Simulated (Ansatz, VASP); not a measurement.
# LiCl in VASP and in Ansatz

```
CELL_PARAMETERS angstrom
0.00000 2.55603 2.55603
2.55603 0.00000 2.55603
2.55603 2.55603 0.00000
ATOMIC_POSITIONS crystal
Li 0.00000 0.00000 0.00000
Cl 0.50000 0.50000 0.50000
```

Alike in both runs: task single point; functional PBE-based screened hybrid; k mesh 4 × 4 × 4; no spin polarisation.

```csv
,VASP,Ansatz
version,VASP 6.6.1,Ansatz 0.2.0
potentials or method,"VASP PAW PBE potentials, release 64 (Li_sv, Cl)",plane waves
plane-wave cutoff (eV),520,420
occupations,"gaussian, width 0.01 eV",fixed
valence electrons in the cell,10,10
```

Ansatz gave:

```
gap on the k mesh at the Fermi level (eV) : 6.84
```

Question: Estimate VASP's values.

Answer: gap on the k mesh at the Fermi level (eV): 6.86.

VASP's potentials were made for PBE, not for PBE-based screened hybrid. Ansatz's warnings: stress exchange threshold loose, stress scf threshold loose.

The k mesh is coarse, so the values compare programs but aren't converged. Noted on VASP's run: the cutoff is short for stress, so the pressure is rough.
